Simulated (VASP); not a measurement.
# Ga2SeS3 (P6/mmm) in VASP: further runs, part 2 of 2

VASP 6.6.1. Earlier steps stand in the parts before.

**5. Single point, PBE**

This run uses another cell than the first one, of 33.89 Å³/atom.

File INCAR:

```
PREC = Accurate
ENCUT = 520
EDIFF = 1E-7
ISMEAR = 0
SIGMA = 0.1
LREAL = F
LASPH = T
NELM = 100
ALGO = Normal
ISIF = 2
LWAVE = F
LCHARG = F
GGA = PE
NBANDS = 34
```

File KPOINTS:

```
regular mesh
0
Gamma
  12 12 4
```

File POSCAR:

```
Ga2SeS3
1.0
    5.0057375203      0.0000000000      0.0000000000
   -2.5028687601      4.3350958573      0.0000000000
    0.0000000000      0.0000000000      9.3692950908
Ga Se S
2 1 3
Direct
    0.3333333333      0.6666666667      0.0000000000
    0.6666666667      0.3333333333      0.0000000000
    0.0000000000      0.0000000000      0.5000000000
    0.0000000000      0.0000000000      0.2569223754
    0.0000000000      0.0000000000      0.7430776246
    0.0000000000      0.0000000000      0.0000000000
```

Potentials or basis: VASP PAW PBE potentials, release 64 (Ga_d, Se, S).

Command:

```sh
cat potpaw_PBE.64/Ga_d/POTCAR potpaw_PBE.64/Se/POTCAR potpaw_PBE.64/S/POTCAR > POTCAR
mpirun -np 1 vasp_std > vasp.out
```

OUTCAR:

```text
PREC = Accurate
   ENCUT = 520
   EDIFF = 1E-7
   ISMEAR = 0
   LREAL = F
   LASPH = T
   NELM = 100
   ISIF = 2
   GGA = PE

 ion  position               nearest neighbor table
   1  0.333  0.667  0.000-   2 2.89   2 2.89   2 2.89
   2  0.667  0.333  0.000-   1 2.89   1 2.89   1 2.89
   3  0.000  0.000  0.500-   4 2.28   5 2.28
   4  0.000  0.000  0.257-   3 2.28   6 2.41
   5  0.000  0.000  0.743-   3 2.28   6 2.41
   6  0.000  0.000  0.000-   4 2.41   5 2.41

  LATTYP: Found a hexagonal cell.
 ALAT       =     5.0057375203
 C/A-ratio  =     1.8717112219

  Lattice vectors:

 A1 = (   5.0057375203,   0.0000000000,   0.0000000000)
 A2 = (  -2.5028687601,   4.3350958573,   0.0000000000)
 A3 = (   0.0000000000,   0.0000000000,   9.3692950908)

Analysis of symmetry for initial positions (statically):
=====================================================================
 Subroutine PRICEL returns:
 Original cell was already a primitive cell.

 Routine SETGRP: Setting up the symmetry group for a
 hexagonal supercell.

 Subroutine GETGRP returns: Found 24 space group operations
 (whereof 24 operations were pure point group operations)
 out of a pool of 24 trial point group operations.

The static configuration has the point symmetry D_6h.

Analysis of symmetry for dynamics (positions and initial velocities):
=====================================================================
 Subroutine PRICEL returns:
 Original cell was already a primitive cell.

 Routine SETGRP: Setting up the symmetry group for a
 hexagonal supercell.

 Subroutine GETGRP returns: Found 24 space group operations
 (whereof 24 operations were pure point group operations)
 out of a pool of 24 trial point group operations.

The dynamic configuration has the point symmetry D_6h.

 Subroutine INISYM returns: Found 24 space group operations
 (whereof 24 operations are pure point group operations),
 and found     1 'primitive' translations

----------------------------------------------------------------------------------------

                                     Primitive cell

  volume of cell :     203.3170

  direct lattice vectors                    reciprocal lattice vectors
     5.005737520  0.000000000  0.000000000     0.199770762  0.115337703  0.000000000
    -2.502868760  4.335095857  0.000000000     0.000000000  0.230675407  0.000000000
     0.000000000  0.000000000  9.369295091     0.000000000  0.000000000  0.106731615

  length of vectors
     5.005737520  5.005737520  9.369295091     0.230675407  0.230675407  0.106731615

  position of ions in fractional coordinates (direct lattice)
     0.333333333  0.666666667  0.000000000
     0.666666667  0.333333333  0.000000000
     0.000000000  0.000000000  0.500000000
     0.000000000  0.000000000  0.256922375
     0.000000000  0.000000000  0.743077625
     0.000000000  0.000000000  0.000000000

  ion indices of the primitive-cell ions
   primitive index   ion index
                 1           1
                 2           2
                 3           3
                 4           4
                 5           5
                 6           6

[... 28 lines left out ...]
  0.000000  0.000000  0.000000      1.000000
  0.083333 -0.000000  0.000000      6.000000
  0.166667 -0.000000  0.000000      6.000000
  0.250000  0.000000  0.000000      6.000000
  0.333333  0.000000  0.000000      6.000000
  0.416667  0.000000  0.000000      6.000000
[... 16 lines left out ...]
  0.250000  0.000000  0.250000     12.000000
  0.333333  0.000000  0.250000     12.000000
 [... further k-points ...]
   k-points           NKPTS =     57   k-points in BZ     NKDIM =     57   number of bands    NBANDS=     34
   number of dos      NEDOS =    301   number of ions     NIONS =      6
   total plane-waves  NPLWV = 112000
   dimension x,y,z NGX =    40 NGY =   40 NGZ =   70
   dimension x,y,z NGXF=    80 NGYF=   80 NGZF=  140
   ions per type =               2   1   3
   NGX,Y,Z   is equivalent  to a cutoff of  13.28, 13.28, 12.42 a.u.
   NGXF,Y,Z  is equivalent  to a cutoff of  26.57, 26.57, 24.84 a.u.
 SYSTEM =  unknown system
   PREC   = accura    normal or accurate (medium, high low for compatibility)
   ISTART =      0    job   : 0-new  1-cont  2-samecut
   ICHARG =      2    charge: 1-file 2-atom 10-const
   ISPIN  =      1    spin polarized calculation?
   LNONCOLLINEAR =      F non collinear calculations
   LSORBIT =      F    spin-orbit coupling
   LASPH  =      T    aspherical Exc in radial PAW
   ENCUT  =  520.0 eV  38.22 Ry    6.18 a.u.   9.31  9.31 17.42*2*pi/ulx,y,z
   NELM   =    100;   NELMIN=  2; NELMDL= -5     # of ELM steps
   EDIFF  = 0.1E-06   stopping-criterion for ELM
   LREAL  =      F    real-space projection
   EDIFFG = 0.1E-05   stopping-criterion for IOM
   NSW    =      0    number of steps for IOM
   IBRION =     -1    ionic relax: 0-MD 1-quasi-New 2-CG
   NFREE  =      0    steps in history (QN), initial steepest desc. (CG)
   ISIF   =      2    stress and relaxation
   ISYM   =      2    0-nonsym 1-usesym 2-fastsym
   POTIM  = 0.5000    time-step for ionic-motion
   TEBEG  =    0.0;   TEEND  =   0.0 temperature during run
   PSTRESS=    0.0 pullay stress
   NELECT =      50.0000    total number of electrons
   NUPDOWN=      -1.0000    fix difference up-down
   EMIN   =  10.00;   EMAX   =-10.00  energy-range for DOS
   EFERMI =   0.00;   METHOD = LEGACY
   ISMEAR =     0;   SIGMA  =   0.10  broadening in eV -4-tet -1-fermi 0-gaus
   EFERMI_NEDOS =   21; number of points for ismear=-14 and -15
   IALGO  =     38    algorithm
   IMIX   =      4    mixing-type and parameters
     AMIX     =   0.40;   BMIX     =  1.00
     AMIX_MAG =   1.60;   BMIX_MAG =  1.00
  volume/ion in A,a.u.               =      33.89       228.68
  Fermi-wavevector in a.u.,A,eV,Ry     =   1.025668  1.938232 14.313267  1.051995
  Thomas-Fermi vector in A             =   2.159521
   LORBIT       =      0    0 simple, 1 ext, 2 COOP (PROOUT), +10 PAW based schemes
   GGA     = PE    functional components
   LHFCALC =     F    Hartree Fock is set to
   AEXX    =    0.0000 exact exchange contribution
   IVDW    =     0    specifies the selected vdW correction
   LEPSILON=     F    determine dielectric tensor
   LRPA    =     F    only Hartree local field effects (RPA)
 non-spin polarized calculation
 Gauss-broadening in eV      SIGMA  =   0.10
  energy-cutoff  :      520.00
  volume of cell :      203.32
 maximum number of plane-waves:      5543
 NGX is ok and might be reduce to    40
   NGX = 19   NGY = 19   NGZ = 35

 number of electron      50.0000008 magnetization

 Free energy of the ion-electron system (eV)
  ---------------------------------------------------
  ext. energy  EPLUGINS =         0.00000000
  ---------------------------------------------------
  free energy    TOTEN  =       -18.78096501 eV

  energy without entropy =      -18.75081466  energy(sigma->0) =      -18.76588983

 E-fermi :   0.7601     XC(G=0):  -7.3568

 val. band max:        0.7585638581   @ k =   0.3333   0.0000   0.5000
 cond. band min:       0.7755038133   @ k =   0.4167   0.1667   0.2500
 fundamental gap:      0.0169399552
 Fermi energy:         0.7600924897

 k-point     1 :       0.0000    0.0000    0.0000
  band No.  band energies     occupation
      1     -14.3647      2.00000
      2     -14.2444      2.00000
      3     -14.2444      2.00000
      4     -14.2301      2.00000
      5     -14.2301      2.00000
      6     -14.1739      2.00000
[... 877 lines left out ...]
     33       6.3565      0.00000
     34       7.2980      0.00000

 [... further k-points ...]

------------------------ aborting loop because EDIFF is reached ----------------------------------------

  FORCE on cell =-STRESS in cart. coord.  units (eV):
  Direction    XX          YY          ZZ          XY          YZ          ZX
  --------------------------------------------------------------------------------------
  -------------------------------------------------------------------------------------
  Total       -0.0195536     -0.0195536     -0.0814110     -0.0000000      0.0000000      0.0000000
  in kB       -0.1540862     -0.1540862     -0.6415344     -0.0000000      0.0000000      0.0000000
  external PRESSURE =      -0.3165690 kB  Pullay stress =       0.0000000 kB

 VOLUME and BASIS-vectors are now :
 -----------------------------------------------------------------------------
  energy-cutoff  :      520.00
  volume of cell :      203.32
      direct lattice vectors                 reciprocal lattice vectors
     5.005737520  0.000000000  0.000000000     0.199770762  0.115337703  0.000000000
    -2.502868760  4.335095857  0.000000000     0.000000000  0.230675407  0.000000000
     0.000000000  0.000000000  9.369295091     0.000000000  0.000000000  0.106731615

 POSITION                                       TOTAL-FORCE (eV/Angst)
 -----------------------------------------------------------------------------------
     -0.00000      2.89006      0.00000        -0.000000      0.000000      0.000000
      2.50287      1.44503      0.00000         0.000000      0.000000      0.000000
      0.00000      0.00000      4.68465        -0.000000      0.000000      0.000000
      0.00000      0.00000      2.40718        -0.000000      0.000000     -0.002114
      0.00000      0.00000      6.96211        -0.000000     -0.000000      0.002114
      0.00000      0.00000      0.00000        -0.000000      0.000000      0.000000
 -----------------------------------------------------------------------------------
    total drift:                                0.000000     -0.000000      0.000000

  FREE ENERGIE OF THE ION-ELECTRON SYSTEM (eV)
  ---------------------------------------------------
  free  energy   TOTEN  =       -18.7809650108 eV

  energy  without entropy=      -18.7508146554  energy(sigma->0) =      -18.76588983
```

OSZICAR:

```text
N       E                     dE             d eps       ncg     rms          rms(c)
DAV:   1     0.400957955333E+03    0.40096E+03   -0.21549E+04  3934   0.161E+03
DAV:   2     0.417554211477E+02   -0.35920E+03   -0.34182E+03  4520   0.409E+02
DAV:   3    -0.156637028246E+02   -0.57419E+02   -0.54853E+02  4942   0.134E+02
DAV:   4    -0.192650638602E+02   -0.36014E+01   -0.35268E+01  4736   0.343E+01
DAV:   5    -0.193881124581E+02   -0.12305E+00   -0.12265E+00  5304   0.568E+00    0.142E+01
DAV:   6    -0.188423379232E+02    0.54577E+00   -0.10407E+00  5600   0.983E+00    0.879E+00
DAV:   7    -0.189074896035E+02   -0.65152E-01   -0.95864E-01  4946   0.498E+00    0.328E+00
DAV:   8    -0.187794237383E+02    0.12807E+00   -0.26240E-01  4828   0.263E+00    0.604E-01
DAV:   9    -0.187808856499E+02   -0.14619E-02   -0.53334E-02  4760   0.106E+00    0.356E-01
DAV:  10    -0.187806028437E+02    0.28281E-03   -0.41861E-03  4760   0.436E-01    0.188E-01
DAV:  11    -0.187809081538E+02   -0.30531E-03   -0.93645E-04  4758   0.178E-01    0.106E-01
DAV:  12    -0.187809249598E+02   -0.16806E-04   -0.37408E-04  4484   0.120E-01    0.245E-02
DAV:  13    -0.187809577142E+02   -0.32754E-04   -0.10448E-04  4964   0.532E-02    0.193E-02
DAV:  14    -0.187809619392E+02   -0.42249E-05   -0.72239E-06  5184   0.166E-02    0.130E-02
DAV:  15    -0.187809648637E+02   -0.29245E-05   -0.45832E-06  4238   0.949E-03    0.302E-03
DAV:  16    -0.187809649818E+02   -0.11811E-06   -0.47752E-07  4520   0.336E-03    0.135E-03
DAV:  17    -0.187809650108E+02   -0.29043E-07   -0.33417E-08  2664   0.101E-03
   1 F= -.18780965E+02 E0= -.18765890E+02  d E =-.301504E-01
```

stdout:

```text
POSCAR found type information on POSCAR GaSeS
 POSCAR found :  3 types and       6 ions
 scaLAPACK will be used
 LDA part: xc-table for (Slater+PW92), standard interpolation
 POSCAR, INCAR and KPOINTS ok, starting setup
 FFT: planning ... GRIDC
 FFT: planning ... GRID_SOFT
 FFT: planning ... GRID
 WAVECAR not read
 entering main loop
```

It took 5.9 min on 1 thread of Intel Xeon Platinum 8488C (Sapphire Rapids), shared host; peak memory 0.55 GiB.

What came out:

* Free energy: -18.7810 eV
* Pressure: 0.0 GPa
* Band gap on the k mesh: zero (bands 25 and 26 overlap by 0.62 eV)

Forces on the atoms (eV/Å):
```
Ga   0.000  0.000  0.000
Ga   0.000  0.000  0.000
Se   0.000  0.000  0.000
S    0.000  0.000 -0.002
S    0.000  0.000  0.002
S    0.000  0.000  0.000
```

Levels at points of the mesh, in eV from the Fermi level:
```tsv
k point	band 23	band 24	band 25	band 26	band 27	band 28
(0.00, 0.00, 0.00)	-1.58	-0.40	-0.23	-0.18	-0.18	0.57
(0.50, 0.00, 0.00)	-0.34	-0.23	-0.22	0.37	0.45	1.97
(0.00, 0.00, 0.50)	-0.91	-0.91	-0.18	-0.18	0.08	0.08
(0.50, 0.00, 0.50)	-1.09	-0.75	-0.03	-0.02	2.37	2.43
```

**6. Overview**

```csv
task,cell,k mesh,cutoff (eV),gap on the mesh (eV),pressure (GPa),largest force (eV/Å)
single point,"a = 4.823, b = 4.823, c = 7.948 Å, angles 90.0, 90.0, 120.0°, 6 atoms, atomic positions A",6 × 6 × 2,520,none,16.1,10.77
single point,"a = 5.061, b = 5.061, c = 9.003 Å, angles 90.0, 90.0, 120.0°, 6 atoms, atomic positions B",6 × 6 × 2,520,none,0.0,0.06
relaxation of cell and atoms,"relaxed from a = 4.823, b = 4.823, c = 7.948 Å, angles 90.0, 90.0, 120.0°, 6 atoms, atomic positions A",6 × 6 × 2,600,none,0.0,0.03
single point,"a = 5.006, b = 5.006, c = 9.369 Å, angles 90.0, 90.0, 120.0°, 6 atoms, atomic positions C",12 × 12 × 4,520,none,0.0,-
```

Alike in all rows: level PBE; potentials or basis VASP PAW PBE potentials, release 64 (Ga_d, Se, S); no spin polarisation; smearing gaussian 0.1 eV.

Caveats: some runs use coarse meshes; forces of over 1 eV/Å act on the atoms, so gaps and moduli don't describe the material at rest (at least some runs); the volume moved by over 15 % at a fixed basis, so the end points are rough (at least some runs).

Absolute energies hang on the potentials; compare differences alone.
